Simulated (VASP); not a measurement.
A run of VASP 6.6.1 is set up as follows.

The input INCAR:

```
ALGO     = Normal         # electronic algorithm
EDIFF    = 1E-7           # SCF threshold, eV
ENCUT    = 520            # plane-wave cutoff, eV
GGA      = PE             # functional
ISIF     = 2              # what is computed and relaxed
ISMEAR   = -1             # smearing method
LASPH    = T              # aspherical terms in the spheres
LCHARG   = T              # write CHGCAR
LELF     = T              # ELF
LREAL    = F              # projectors in reciprocal space
LVHAR    = T            
LWAVE    = F              # write WAVECAR
NBANDS   = 8              # bands
NELM     = 100            # most SCF steps
PREC     = Accurate       # precision mode
SIGMA    = 0.05           # smearing width, eV
```

Contents of KPOINTS:

```
k-points
0
Gamma
  11 11 11
```

The input POSCAR:

```
H
1.0
   -1.3270052228      1.3270052228      1.8309589657
    1.3270052228     -1.3270052228      1.8309589657
    1.3270052228      1.3270052228     -1.8309589657
H
2
Direct
    0.1018780381      0.1018780381      0.0000000000
    0.8981219619      0.8981219619      0.0000000000
```

Potentials or basis: VASP PAW PBE potentials, release 64 (H).

Command:

```console
$ cat potpaw_PBE.64/H/POTCAR > POTCAR
$ mpirun -np 1 vasp_std > vasp.out
```

Estimate the pressure.

4.6 GPa.

Estimate the band gap on the k mesh.

7.92 eV, indirect (least direct gap 8.30 eV).

Predict the largest force.

0.008 eV/Å.

Forces in eV/Å, atoms in the order of the input:
```
H    0.000  0.000 -0.008
H    0.000  0.000  0.008
```

A k mesh can miss the band edges. A hybrid or GW would open this gap; PBE tends to underestimate it.
